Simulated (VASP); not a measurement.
# Ga2Cl (P4_2/nmc) in VASP: relaxation of cell and atoms with PBE

Aim: the relaxation of cell and atoms of Ga2Cl with PBE.

Everything below comes from runs of VASP 6.6.1. Logs are shortened: lines on timing, memory, paths and dates and some standing lists are left out, and cuts for length are marked.

### Step 1. The cell of the first run

Symmetry: P4_2/nmc, No. 137, tetragonal system. Conventional cell: a = 4.491 Å, b = 4.491 Å, c = 6.466 Å, α = 90.00°, β = 90.00°, γ = 90.00°. Ga (site symmetry 2mm) has 4 Cl at 2.60 to 2.95 Å and 6 Ga at 3.23 Å within 3.4 Å. Within 3.4 Å of Cl (site symmetry -4m2) lie 8 Ga at 2.60 to 2.95 Å.

### Step 2. Relaxation of cell and atoms, PBE

INCAR reads:

```
SYSTEM = Ga2Cl
  ALGO = Normal
  EDIFF = 1E-6
  EDIFFG = -0.04
  ENCUT = 600
  GGA = PE
  IBRION = 2
  ISIF = 3
  ISMEAR = 0
  LASPH = .True.
  LCHARG = .False.
  LREAL = .False.
  LWAVE = .False.
  NELM = 60
  NSW = 90
  PREC = Accurate
  SIGMA = 0.1
```

KPOINTS reads:

```
k-points
0
Gamma
  4 4 4
  0 0 0
```

POSCAR reads:

```
Ga2Cl
1.0
    4.4911861352      0.0000000000      0.0000000000
    0.0000000000      4.4911861352      0.0000000000
    0.0000000000      0.0000000000      6.4655795506
Ga Cl
4 2
Direct
    0.0000000000      0.5000000000      0.2030000000
    0.0000000000      0.5000000000      0.7030000000
    0.5000000000      0.0000000000      0.2970000000
    0.5000000000      0.0000000000      0.7970000000
    0.0000000000      0.0000000000      0.0000000000
    0.5000000000      0.5000000000      0.5000000000
```

Potentials or basis: VASP PAW PBE potentials, release 64 (Ga_d, Cl).

Launch:

```bash
$ cat potpaw_PBE.64/Ga_d/POTCAR potpaw_PBE.64/Cl/POTCAR > POTCAR
$ mpirun -np 1 vasp_std > vasp.out
```

OUTCAR:

```text
SYSTEM = Ga2Cl
   EDIFF = 1E-6
   EDIFFG = -0.04
   ENCUT = 600
   GGA = PE
   IBRION = 2
   ISIF = 3
   ISMEAR = 0
   LASPH = .True.
   LREAL = .False.
   NELM = 60
   NSW = 90
   PREC = Accurate

 ion  position               nearest neighbor table
   1  0.000  0.500  0.203-   5 2.60   5 2.60
   2  0.000  0.500  0.703-   6 2.60   6 2.60
   3  0.500  0.000  0.297-   6 2.60   6 2.60
   4  0.500  0.000  0.797-   5 2.60   5 2.60
   5  0.000  0.000  0.000-   1 2.60   4 2.60   1 2.60   4 2.60
   6  0.500  0.500  0.500-   2 2.60   3 2.60   3 2.60   2 2.60

  LATTYP: Found a simple tetragonal cell.
 ALAT       =     4.4911861352
 C/A-ratio  =     1.4396151386

  Lattice vectors:

 A1 = (   4.4911861352,   0.0000000000,   0.0000000000)
 A2 = (   0.0000000000,   4.4911861352,   0.0000000000)
 A3 = (   0.0000000000,   0.0000000000,   6.4655795506)

Analysis of symmetry for initial positions (statically):
=====================================================================
 Subroutine PRICEL returns:
 Original cell was already a primitive cell.

 Routine SETGRP: Setting up the symmetry group for a
 simple tetragonal supercell.

 Subroutine GETGRP returns: Found 16 space group operations
 (whereof  8 operations were pure point group operations)
 out of a pool of 16 trial point group operations.

The static configuration has the point symmetry D_2d.
 The point group associated with its full space group is D_4h.

Analysis of symmetry for dynamics (positions and initial velocities):
=====================================================================
 Subroutine PRICEL returns:
 Original cell was already a primitive cell.

 Routine SETGRP: Setting up the symmetry group for a
 simple tetragonal supercell.

 Subroutine GETGRP returns: Found 16 space group operations
 (whereof  8 operations were pure point group operations)
 out of a pool of 16 trial point group operations.

The dynamic configuration has the point symmetry D_2d.
 The point group associated with its full space group is D_4h.

 Subroutine INISYM returns: Found 16 space group operations
 (whereof  8 operations are pure point group operations),
 and found     1 'primitive' translations

----------------------------------------------------------------------------------------

                                     Primitive cell

  volume of cell :     130.4156

[... 77 lines left out ...]
   NGX,Y,Z   is equivalent  to a cutoff of  13.33, 13.33, 13.88 a.u.
   NGXF,Y,Z  is equivalent  to a cutoff of  26.65, 26.65, 27.77 a.u.
 SYSTEM =  Ga2Cl
   PREC   = accura    normal or accurate (medium, high low for compatibility)
   ISTART =      0    job   : 0-new  1-cont  2-samecut
   ICHARG =      2    charge: 1-file 2-atom 10-const
   ISPIN  =      1    spin polarized calculation?
   LNONCOLLINEAR =      F non collinear calculations
   LSORBIT =      F    spin-orbit coupling
   LASPH  =      T    aspherical Exc in radial PAW
   ENCUT  =  600.0 eV  44.10 Ry    6.64 a.u.   8.97  8.97 12.91*2*pi/ulx,y,z
   NELM   =     60;   NELMIN=  2; NELMDL= -5     # of ELM steps
   EDIFF  = 0.1E-05   stopping-criterion for ELM
   LREAL  =      F    real-space projection
   EDIFFG = -.4E-01   stopping-criterion for IOM
   NSW    =     90    number of steps for IOM
   IBRION =      2    ionic relax: 0-MD 1-quasi-New 2-CG
   NFREE  =      1    steps in history (QN), initial steepest desc. (CG)
   ISIF   =      3    stress and relaxation
   ISYM   =      2    0-nonsym 1-usesym 2-fastsym
   POTIM  = 0.5000    time-step for ionic-motion
   TEBEG  =    0.0;   TEEND  =   0.0 temperature during run
   PSTRESS=    0.0 pullay stress
   NELECT =      66.0000    total number of electrons
   NUPDOWN=      -1.0000    fix difference up-down
   EMIN   =  10.00;   EMAX   =-10.00  energy-range for DOS
   EFERMI =   0.00;   METHOD = LEGACY
   ISMEAR =     0;   SIGMA  =   0.10  broadening in eV -4-tet -1-fermi 0-gaus
   EFERMI_NEDOS =   21; number of points for ismear=-14 and -15
   IALGO  =     38    algorithm
   IMIX   =      4    mixing-type and parameters
     AMIX     =   0.40;   BMIX     =  1.00
     AMIX_MAG =   1.60;   BMIX_MAG =  1.00
  volume/ion in A,a.u.               =      21.74       146.68
  Fermi-wavevector in a.u.,A,eV,Ry     =   1.304607  2.465349 23.157099  1.701999
  Thomas-Fermi vector in A             =   2.435531
   LORBIT       =      0    0 simple, 1 ext, 2 COOP (PROOUT), +10 PAW based schemes
   GGA     = PE    functional components
   LHFCALC =     F    Hartree Fock is set to
   AEXX    =    0.0000 exact exchange contribution
   IVDW    =     0    specifies the selected vdW correction
   LEPSILON=     F    determine dielectric tensor
   LRPA    =     F    only Hartree local field effects (RPA)
 conjugate gradient relaxation of ions
 non-spin polarized calculation
 Gauss-broadening in eV      SIGMA  =   0.10
  energy-cutoff  :      600.00
  volume of cell :      130.42
 maximum number of plane-waves:      4400
 NGX is ok and might be reduce to    36
   NGX = 17   NGY = 17   NGZ = 25

--------------------------------------- Ionic step        1  -------------------------------------------

 number of electron      66.0000006 magnetization

 Free energy of the ion-electron system (eV)
  ---------------------------------------------------
  ext. energy  EPLUGINS =         0.00000000
  ---------------------------------------------------
  free energy    TOTEN  =       -13.74002736 eV

  energy without entropy =      -13.72532658  energy(sigma->0) =      -13.73267697

------------------------ aborting loop because EDIFF is reached ----------------------------------------

  FORCE on cell =-STRESS in cart. coord.  units (eV):
  Direction    XX          YY          ZZ          XY          YZ          ZX
  --------------------------------------------------------------------------------------
  -------------------------------------------------------------------------------------
  Total       10.3758477     10.3758477      9.0484397      0.0000000     -0.0000000      0.0000000
  in kB      127.4690068    127.4690068    111.1615799      0.0000000     -0.0000000      0.0000000
  external PRESSURE =     122.0331978 kB  Pullay stress =       0.0000000 kB
[... 107 lines left out ...]
--------------------------------------- Ionic step        4  -------------------------------------------

 number of electron      65.9999910 magnetization

 Free energy of the ion-electron system (eV)
  ---------------------------------------------------
  ext. energy  EPLUGINS =         0.00000000
  ---------------------------------------------------
  free energy    TOTEN  =       -15.15325541 eV

  energy without entropy =      -15.14220791  energy(sigma->0) =      -15.14773166

 E-fermi :   2.7470     XC(G=0):  -8.4415

 val. band max:        2.6894106504   @ k =   0.2500   0.2500   0.2500
 cond. band min:       2.8382379340   @ k =   0.5000   0.0000   0.0000
 fundamental gap:      0.1488272836
 Fermi energy:         2.7469573375

 k-point     1 :       0.0000    0.0000    0.0000
  band No.  band energies     occupation
      1     -13.6314      2.00000
      2     -13.5936      2.00000
      3     -12.7918      2.00000
      4     -12.7901      2.00000
      5     -12.7857      2.00000
      6     -12.7784      2.00000
[... 778 lines left out ...]
  FREE ENERGIE OF THE ION-ELECTRON SYSTEM (eV)
  ---------------------------------------------------
  free  energy   TOTEN  =       -15.1532554149 eV

  energy  without entropy=      -15.1422079122  energy(sigma->0) =      -15.14773166

 reached required accuracy - stopping structural energy minimisation
```

Run time: 2.9 min. Hardware: 1 thread of Intel Xeon 6975P-C (Granite Rapids), shared host; peak memory 0.3 GiB.

What came out:

```
Free energy                           : -15.1533 eV
Relaxed volume                        : 29.85 Å³/atom
Relaxed cell                          : a = 5.015 Å, b = 5.015 Å, c = 7.123 Å, α = 90.00°, β = 90.00°, γ = 90.00°
Space group after relaxing (to 0.1 Å) : P4_2/nmc (No. 137)
Energy gained by relaxing             : 235.5 meV/atom
Ionic steps                           : 4
Pressure after relaxing               : 0.0 GPa
Largest force after relaxing          : 0.032 eV/Å
Band gap on the k mesh                : zero (bands 33 and 34 overlap by 2.09 eV)
```

Forces in eV/Å, atoms in the order of the input:
```
Ga   0.000  0.000  0.032
Ga   0.000  0.000  0.032
Ga   0.000  0.000 -0.032
Ga   0.000  0.000 -0.032
Cl   0.000  0.000  0.000
Cl   0.000  0.000  0.000
```

The path:
| step | energy change (eV) | largest force (eV/Å) | pressure (GPa) | volume (Å³) |
| --- | --- | --- | --- | --- |
| 1 | 0.0000 | 0.1872 | 12.20 | 130.42 |
| 2 | -1.3247 | 0.0697 | 2.08 | 164.22 |
| 3 | -1.4055 | 0.0436 | 0.59 | 174.49 |
| 4 | -1.4132 | 0.0315 | -0.01 | 179.12 |

Final structure:
```
CELL_PARAMETERS angstrom
5.01469 0.00000 0.00000
0.00000 5.01469 0.00000
0.00000 0.00000 7.12280
ATOMIC_POSITIONS crystal
Ga 0.00000 0.50000 0.20491
Ga 0.00000 0.50000 0.70491
Ga 0.50000 0.00000 0.29509
Ga 0.50000 0.00000 0.79509
Cl 0.00000 0.00000 0.00000
Cl 0.50000 0.50000 0.50000
```

Caveat: the volume moved by over 15 % at a fixed basis, so the end points are rough.
